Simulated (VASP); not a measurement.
# Ca2BeCl6 (Fm-3m) in VASP: further runs

Ca2BeCl6 is run at these levels: PBE; tasks: single point, relaxation of cell and atoms.

All numbers are computed with VASP 6.6.1; they aren't measurements. Logs are shortened: lines on timing, memory, paths and dates and some standing lists are left out, and cuts for length are marked.

## Step 1: The cell of the first run

It takes space group Fm-3m (No. 225, cubic). The conventional cell has a = 9.141 Å, b = 9.141 Å, c = 9.141 Å, α = 90.00°, β = 90.00°, γ = 90.00°. Ca (site symmetry -43m) has 12 Cl at 3.23 Å and 4 Be at 3.96 Å within 4.3 Å. Be (site symmetry m-3m) has 6 Cl at 2.22 Å within 2.9 Å. Cl (site symmetry 4mm) has 1 Be at 2.22 Å within 2.9 Å.

## Step 2: Single point, PBE

INCAR

```
PREC = Accurate
ENCUT = 520
EDIFF = 1E-6
ISMEAR = 0
SIGMA = 0.02
LREAL = False
LASPH = True
NELM = 100
ALGO = Normal
ISIF = 2
LWAVE = False
LCHARG = False
GGA = PE
NBANDS = 42
```

KPOINTS

```
regular mesh
0
Gamma
  4 4 4
```

POSCAR

```
Ca2BeCl6
1.0
    0.0000000000      4.5702525011      4.5702525011
    4.5702525011      0.0000000000      4.5702525011
    4.5702525011      4.5702525011      0.0000000000
Ca Be Cl
2 1 6
Direct
    0.2500000000      0.2500000000      0.2500000000
    0.7500000000      0.7500000000      0.7500000000
    0.0000000000      0.0000000000      0.0000000000
    0.7566354758      0.2433645242      0.2433645242
    0.2433645242      0.7566354758      0.7566354758
    0.2433645242      0.7566354758      0.2433645242
    0.7566354758      0.2433645242      0.7566354758
    0.2433645242      0.2433645242      0.7566354758
    0.7566354758      0.7566354758      0.2433645242
```

Potentials or basis: VASP PAW PBE potentials, release 64 (Ca_sv, Be, Cl).

The run is started by

```
> cat potpaw_PBE.64/Ca_sv/POTCAR potpaw_PBE.64/Be/POTCAR potpaw_PBE.64/Cl/POTCAR > POTCAR
> mpirun -np 1 vasp_std > vasp.out
```

OUTCAR:

```text
PREC = Accurate
   ENCUT = 520
   EDIFF = 1E-6
   ISMEAR = 0
   LREAL = False
   LASPH = True
   NELM = 100
   ISIF = 2
   GGA = PE

 ion  position               nearest neighbor table
   1  0.250  0.250  0.250-
   2  0.750  0.750  0.750-
   3  0.000  0.000  0.000-   4 2.22   5 2.22   6 2.22   7 2.22   8 2.22   9 2.22
   4  0.757  0.243  0.243-   3 2.22
   5  0.243  0.757  0.757-   3 2.22
   6  0.243  0.757  0.243-   3 2.22
   7  0.757  0.243  0.757-   3 2.22
   8  0.243  0.243  0.757-   3 2.22
   9  0.757  0.757  0.243-   3 2.22

  LATTYP: Found a face centered cubic cell.
 ALAT       =     9.1405050022

  Lattice vectors:

 A1 = (   0.0000000000,   4.5702525011,   4.5702525011)
 A2 = (   4.5702525011,   0.0000000000,   4.5702525011)
 A3 = (   4.5702525011,   4.5702525011,   0.0000000000)

Analysis of symmetry for initial positions (statically):
=====================================================================
 Subroutine PRICEL returns:
 Original cell was already a primitive cell.

 Routine SETGRP: Setting up the symmetry group for a
 face centered cubic supercell.

 Subroutine GETGRP returns: Found 48 space group operations
 (whereof 48 operations were pure point group operations)
 out of a pool of 48 trial point group operations.

The static configuration has the point symmetry O_h .

Analysis of symmetry for dynamics (positions and initial velocities):
=====================================================================
 Subroutine PRICEL returns:
 Original cell was already a primitive cell.

 Routine SETGRP: Setting up the symmetry group for a
 face centered cubic supercell.

 Subroutine GETGRP returns: Found 48 space group operations
 (whereof 48 operations were pure point group operations)
 out of a pool of 48 trial point group operations.

The dynamic configuration has the point symmetry O_h .

 Subroutine INISYM returns: Found 48 space group operations
 (whereof 48 operations are pure point group operations),
 and found     1 'primitive' translations

----------------------------------------------------------------------------------------

                                     Primitive cell

  volume of cell :     190.9196

  direct lattice vectors                    reciprocal lattice vectors
     0.000000000  4.570252501  4.570252501    -0.109403146  0.109403146  0.109403146
     4.570252501  0.000000000  4.570252501     0.109403146 -0.109403146  0.109403146
     4.570252501  4.570252501  0.000000000     0.109403146  0.109403146 -0.109403146

  length of vectors
     6.463313071  6.463313071  6.463313071     0.189491807  0.189491807  0.189491807

  position of ions in fractional coordinates (direct lattice)
     0.250000000  0.250000000  0.250000000
     0.750000000  0.750000000  0.750000000
     0.000000000  0.000000000  0.000000000
     0.756635476  0.243364524  0.243364524
     0.243364524  0.756635476  0.756635476
     0.243364524  0.756635476  0.243364524
     0.756635476  0.243364524  0.756635476
     0.243364524  0.243364524  0.756635476
     0.756635476  0.756635476  0.243364524

  ion indices of the primitive-cell ions
   primitive index   ion index
                 1           1
                 2           2
                 3           3
                 4           4
                 5           5
                 6           6
                 7           7
                 8           8
                 9           9

----------------------------------------------------------------------------------------

 KPOINTS: regular mesh

Automatic generation of k-mesh.
 Grid dimensions read from file:
 generate k-points for:    4    4    4

 Generating k-lattice:

  Cartesian coordinates                     Fractional coordinates (reciprocal lattice)
    -0.027350786  0.027350786  0.027350786     0.250000000  0.000000000  0.000000000
     0.027350786 -0.027350786  0.027350786     0.000000000  0.250000000  0.000000000
     0.027350786  0.027350786 -0.027350786     0.000000000  0.000000000  0.250000000

  Length of vectors
     0.047372952  0.047372952  0.047372952

  Shift w.r.t. Gamma in fractional coordinates (k-lattice)
     0.000000000  0.000000000  0.000000000

 Subroutine IBZKPT returns following result:
 ===========================================

 Found      8 irreducible k-points:

 Following reciprocal coordinates:
            Coordinates               Weight
  0.000000  0.000000  0.000000      1.000000
  0.250000  0.000000  0.000000      8.000000
  0.500000  0.000000  0.000000      4.000000
  0.250000  0.250000  0.000000      6.000000
  0.500000  0.250000  0.000000     24.000000
 -0.250000  0.250000  0.000000     12.000000
  0.500000  0.500000  0.000000      3.000000
 -0.250000  0.500000  0.250000      6.000000
   k-points           NKPTS =      8   k-points in BZ     NKDIM =      8   number of bands    NBANDS=     42
   number of dos      NEDOS =    301   number of ions     NIONS =      9
   total plane-waves  NPLWV = 110592
   dimension x,y,z NGX =    48 NGY =   48 NGZ =   48
   dimension x,y,z NGXF=    96 NGYF=   96 NGZF=   96
   ions per type =               2   1   6
   NGX,Y,Z   is equivalent  to a cutoff of  12.35, 12.35, 12.35 a.u.
   NGXF,Y,Z  is equivalent  to a cutoff of  24.69, 24.69, 24.69 a.u.
 SYSTEM =  unknown system
   PREC   = accura    normal or accurate (medium, high low for compatibility)
   ISTART =      0    job   : 0-new  1-cont  2-samecut
   ICHARG =      2    charge: 1-file 2-atom 10-const
   ISPIN  =      1    spin polarized calculation?
   LNONCOLLINEAR =      F non collinear calculations
   LSORBIT =      F    spin-orbit coupling
   LASPH  =      T    aspherical Exc in radial PAW
   ENCUT  =  520.0 eV  38.22 Ry    6.18 a.u.  12.02 12.02 12.02*2*pi/ulx,y,z
   NELM   =    100;   NELMIN=  2; NELMDL= -5     # of ELM steps
   EDIFF  = 0.1E-05   stopping-criterion for ELM
   LREAL  =      F    real-space projection
   EDIFFG = 0.1E-04   stopping-criterion for IOM
   NSW    =      0    number of steps for IOM
   IBRION =     -1    ionic relax: 0-MD 1-quasi-New 2-CG
   NFREE  =      0    steps in history (QN), initial steepest desc. (CG)
   ISIF   =      2    stress and relaxation
   ISYM   =      2    0-nonsym 1-usesym 2-fastsym
   POTIM  = 0.5000    time-step for ionic-motion
   TEBEG  =    0.0;   TEEND  =   0.0 temperature during run
   PSTRESS=    0.0 pullay stress
   NELECT =      64.0000    total number of electrons
   NUPDOWN=      -1.0000    fix difference up-down
   EMIN   =  10.00;   EMAX   =-10.00  energy-range for DOS
   EFERMI =   0.00;   METHOD = LEGACY
   ISMEAR =     0;   SIGMA  =   0.02  broadening in eV -4-tet -1-fermi 0-gaus
   EFERMI_NEDOS =   21; number of points for ismear=-14 and -15
   IALGO  =     38    algorithm
   IMIX   =      4    mixing-type and parameters
     AMIX     =   0.40;   BMIX     =  1.00
     AMIX_MAG =   1.60;   BMIX_MAG =  1.00
  volume/ion in A,a.u.               =      21.21       143.15
  Fermi-wavevector in a.u.,A,eV,Ry     =   1.137238  2.149068 17.596549  1.293310
  Thomas-Fermi vector in A             =   2.273943
   LORBIT       =      0    0 simple, 1 ext, 2 COOP (PROOUT), +10 PAW based schemes
   GGA     = PE    functional components
   LHFCALC =     F    Hartree Fock is set to
   AEXX    =    0.0000 exact exchange contribution
   IVDW    =     0    specifies the selected vdW correction
   LEPSILON=     F    determine dielectric tensor
   LRPA    =     F    only Hartree local field effects (RPA)
 non-spin polarized calculation
 Gauss-broadening in eV      SIGMA  =   0.02
  energy-cutoff  :      520.00
  volume of cell :      190.92
 maximum number of plane-waves:      5168
   NGX = 25   NGY = 25   NGZ = 25

 number of electron      64.0000014 magnetization

 Free energy of the ion-electron system (eV)
  ---------------------------------------------------
  ext. energy  EPLUGINS =         0.00000000
  ---------------------------------------------------
  free energy    TOTEN  =       -34.17179262 eV

  energy without entropy =      -34.17179262  energy(sigma->0) =      -34.17179262

 E-fermi :   2.3664     XC(G=0):  -9.2020

 val. band max:        2.2576551579   @ k =   0.0000   0.0000   0.0000
 cond. band min:       5.8637596723   @ k =   0.0000   0.0000   0.0000
 fundamental gap:      3.6061045144
 Fermi energy:         2.3664256442

 k-point     1 :       0.0000    0.0000    0.0000
  band No.  band energies     occupation
      1     -38.4297      2.00000
      2     -38.4283      2.00000
      3     -19.3654      2.00000
      4     -19.3654      2.00000
      5     -19.3654      2.00000
      6     -19.3550      2.00000
[... 34 lines left out ...]
     41       6.8705      0.00000
     42       6.8705      0.00000

 k-point     2 :       0.2500    0.0000    0.0000
  band No.  band energies     occupation
      1     -38.4295      2.00000
      2     -38.4285      2.00000
      3     -19.3653      2.00000
      4     -19.3642      2.00000
      5     -19.3642      2.00000
      6     -19.3580      2.00000
[... 34 lines left out ...]
     41       7.0657      0.00000
     42       7.4159      0.00000

 k-point     3 :       0.5000    0.0000    0.0000
  band No.  band energies     occupation
      1     -38.4290      2.00000
      2     -38.4290      2.00000
      3     -19.3633      2.00000
      4     -19.3628      2.00000
      5     -19.3610      2.00000
      6     -19.3610      2.00000
[... 177 lines left out ...]
      4     -19.3696      2.00000
      5     -19.3696      2.00000
      6     -19.3534      2.00000
[... 34 lines left out ...]
     41       7.8113      0.00000
     42       7.8113      0.00000

 k-point     8 :      -0.2500    0.5000    0.2500
  band No.  band energies     occupation
      1     -38.4290      2.00000
      2     -38.4290      2.00000
      3     -19.3721      2.00000
      4     -19.3717      2.00000
      5     -19.3615      2.00000
      6     -19.3615      2.00000
[... 34 lines left out ...]
     41       7.8004      0.00000
     42       7.8005      0.00000

------------------------ aborting loop because EDIFF is reached ----------------------------------------

  FORCE on cell =-STRESS in cart. coord.  units (eV):
  Direction    XX          YY          ZZ          XY          YZ          ZX
  --------------------------------------------------------------------------------------
  -------------------------------------------------------------------------------------
  Total       -0.0749823     -0.0749823     -0.0749823      0.0000000      0.0000000     -0.0000000
  in kB       -0.6292433     -0.6292433     -0.6292433      0.0000000      0.0000000     -0.0000000
  external PRESSURE =      -0.6292433 kB  Pullay stress =       0.0000000 kB

 VOLUME and BASIS-vectors are now :
 -----------------------------------------------------------------------------
  energy-cutoff  :      520.00
  volume of cell :      190.92
      direct lattice vectors                 reciprocal lattice vectors
     0.000000000  4.570252501  4.570252501    -0.109403146  0.109403146  0.109403146
     4.570252501  0.000000000  4.570252501     0.109403146 -0.109403146  0.109403146
     4.570252501  4.570252501  0.000000000     0.109403146  0.109403146 -0.109403146

 POSITION                                       TOTAL-FORCE (eV/Angst)
 -----------------------------------------------------------------------------------
      2.28513      2.28513      2.28513         0.000000      0.000000      0.000000
      6.85538      6.85538      6.85538        -0.000000     -0.000000     -0.000000
      0.00000      0.00000      0.00000        -0.000000      0.000000     -0.000000
      2.22447      4.57025      4.57025        -0.001671      0.000000      0.000000
      6.91603      4.57025      4.57025         0.001671      0.000000      0.000000
      4.57025      2.22447      4.57025         0.000000     -0.001671      0.000000
      4.57025      6.91603      4.57025         0.000000      0.001671      0.000000
      4.57025      4.57025      2.22447         0.000000      0.000000     -0.001671
      4.57025      4.57025      6.91603         0.000000      0.000000      0.001671
 -----------------------------------------------------------------------------------
    total drift:                                0.000000      0.000000      0.000000

  FREE ENERGIE OF THE ION-ELECTRON SYSTEM (eV)
  ---------------------------------------------------
  free  energy   TOTEN  =       -34.1717926178 eV

  energy  without entropy=      -34.1717926178  energy(sigma->0) =      -34.17179262
```

Run time: 30 s. Hardware: 1 thread of Intel Xeon 6975P-C (Granite Rapids), shared host; peak memory 0.34 GiB.

Results:

| Property | Result |
| --- | --- |
| Free energy | -34.1718 eV |
| Pressure | -0.1 GPa |
| Band gap on the k mesh | 3.61 eV, direct |

A k mesh can miss the band edges.

## Step 3: Relaxation of cell and atoms, PBE

This run uses another cell than the first one, of 21.04 Å³/atom, 0.992 times its volume.

INCAR

```
ALGO = Normal
EDIFF = 1E-6
EDIFFG = -0.01
ENCUT = 600
GGA = PE
IBRION = 2
ISIF = 3
ISMEAR = 0
LASPH = True
LCHARG = False
LREAL = False
LWAVE = False
NELM = 100
NSW = 100
PREC = Accurate
SIGMA = 0.02
```

KPOINTS

```
k-points
0
Gamma
  4 4 4
```

POSCAR

```
Ca2BeCl6
1.0
    0.0000000000      4.5578845956      4.5578845956
    4.5578845956      0.0000000000      4.5578845956
    4.5578845956      4.5578845956      0.0000000000
Ca Be Cl
2 1 6
Direct
    0.2500000000      0.2500000000      0.2500000000
    0.7500000000      0.7500000000      0.7500000000
    0.0000000000      0.0000000000      0.0000000000
    0.7563628298      0.2436371702      0.2436371702
    0.2436371702      0.7563628298      0.7563628298
    0.2436371702      0.7563628298      0.2436371702
    0.7563628298      0.2436371702      0.7563628298
    0.2436371702      0.2436371702      0.7563628298
    0.7563628298      0.7563628298      0.2436371702
```

Potentials or basis: VASP PAW PBE potentials, release 64 (Ca_sv, Be, Cl).

The run is started by

```
> cat potpaw_PBE.64/Ca_sv/POTCAR potpaw_PBE.64/Be/POTCAR potpaw_PBE.64/Cl/POTCAR > POTCAR
> mpirun -np 1 vasp_std > vasp.out
```

It took 2.6 min on 1 thread of Intel Xeon 6975P-C (Granite Rapids), shared host; peak memory 0.46 GiB.

Results (log left out):

| Item | Value |
| --- | --- |
| Free energy | -34.1730 eV |
| Relaxed volume | 21.21 Å³/atom |
| Relaxed cell | a = 6.463 Å, b = 6.463 Å, c = 6.463 Å, α = 60.00°, β = 60.00°, γ = 60.00° |
| Space group after relaxing (to 0.05 Å) | Fm-3m (No. 225) |
| Energy gained by relaxing | 0.2 meV/atom |
| Ionic steps | 5 |
| Pressure after relaxing | 0.0 GPa |
| Band gap on the k mesh | 3.61 eV, direct |

The path:
| step | energy change (eV) | largest force (eV/Å) | pressure (GPa) | volume (Å³) |
| --- | --- | --- | --- | --- |
| 1 | 0.0000 | 0.0019 | 0.33 | 189.37 |
| 2 | -0.0014 | 0.0254 | 0.03 | 190.58 |
| 3 | -0.0014 | 0.0280 | 0.00 | 190.72 |
| 4 | -0.0016 | 0.0129 | 0.00 | 190.83 |
| 5 | -0.0016 | 0.0007 | 0.00 | 190.92 |

Final structure:
```
Ca Be Cl
1.0
     0.00000    4.57023    4.57023
     4.57023    0.00000    4.57023
     4.57023    4.57023    0.00000
Ca Be Cl
2 1 6
Direct
  0.25000 0.25000 0.25000
  0.75000 0.75000 0.75000
  0.00000 0.00000 0.00000
  0.75666 0.24334 0.24334
  0.24334 0.75666 0.75666
  0.24334 0.75666 0.24334
  0.75666 0.24334 0.75666
  0.24334 0.24334 0.75666
  0.75666 0.75666 0.24334
```

Levels at points of the mesh, in eV from the valence-band top:
```tsv
k point	band 29	band 30	band 31	band 32	band 33	band 34	band 35	band 36
(0.00, 0.00, 0.00)	-0.17	0.00	0.00	0.00	3.61	3.74	3.74	4.29
(0.50, 0.00, 0.00)	-0.43	-0.43	-0.17	-0.17	4.47	4.52	4.52	4.55
(0.50, 0.50, 0.00)	-0.70	-0.70	-0.20	-0.09	4.56	4.68	4.79	4.80
```

A k mesh can miss the band edges.

(Part 1 of 2 ends here.)
